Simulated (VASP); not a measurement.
Here is a VASP 6.6.1 calculation.

Contents of INCAR:

```
ALGO = Normal
EDIFF = 1E-6
ENCUT = 500
GGA = PS
GGA_COMPAT = False
ISIF = 2
ISMEAR = 1
LASPH = True
LCHARG = False
LMAXMIX = 4
LORBIT = 11
LORBMOM = True
LREAL = False
LSORBIT = True
LWAVE = False
MAGMOM = 0 0 0 0 0 0
NBANDS = 35
NELM = 200
PREC = Accurate
SIGMA = 0.1
```

KPOINTS

```
k-points
0
Gamma
  7 7 7
```

The input POSCAR:

```
InPd
1.0
    3.2718850000      0.0000000000      0.0000000000
    0.0000000000      3.2718850000      0.0000000000
    0.0000000000      0.0000000000      3.2718850000
In Pd
1 1
Direct
    0.0000000000      0.0000000000      0.0000000000
    0.5000000000      0.5000000000      0.5000000000
```

Potentials or basis: VASP PAW PBE potentials, release 64 (In_d, Pd).

Command:

```sh
$ cat potpaw_PBE.64/In_d/POTCAR potpaw_PBE.64/Pd/POTCAR > POTCAR
$ mpirun -np 1 vasp_ncl > vasp.out
```

Predict the pressure.

-2.4 GPa.

Predict the net moment.

0.00 μB per cell.

Moments on the atoms (μB; x, y, z):
```
In  0.00 0.00 0.00
Pd  0.00 0.00 0.00
```

Caveat: the PAW data sets were made with another functional, which shifts forces and pressure a little.
